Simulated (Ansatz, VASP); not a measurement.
# Pt: VASP beside Ansatz

```xyz
1
Lattice="0.0000 2.0068 1.9090 2.0068 0.0000 1.9090 2.0068 2.0068 0.0000" Properties=species:S:1:pos:R:3 pbc="T T T"
Pt    0.0000    0.0000    0.0000
```

Change from the starting cell: strain +0.025 along x and y, -0.025 along z, atoms carried along.

Alike in both runs: task single point; functional PBE; k mesh 20 × 20 × 20; occupations gaussian, width 0.15 eV; no spin polarisation.

|  | VASP | Ansatz |
| --- | --- | --- |
| version | VASP 6.6.1 | Ansatz 0.2.0 |
| potentials or method | VASP PAW PBE potentials, release 64 (Pt), cutoff 520 eV | scalar-relativistic, plane waves, PAW |
| valence electrons in the cell | 10 | 18 |

```tsv
	VASP	Ansatz	Ansatz less VASP
gap on the k mesh at the Fermi level (eV)	none	none	-
pressure (GPa)	4.3	4.8	+0.52
traceless stress, the component that is largest in VASP (GPa)	2.36	2.37	+0.014
```

A gap of «none» marks a metal or a gap that the smearing closes. The functional is the same, so the differences come from potentials, cutoffs and numerics. VASP's potentials hold 10 valence electrons a cell and Ansatz's 18, so a difference there can come from the potentials and not from the codes.

Neither program's run includes spin-orbit coupling.
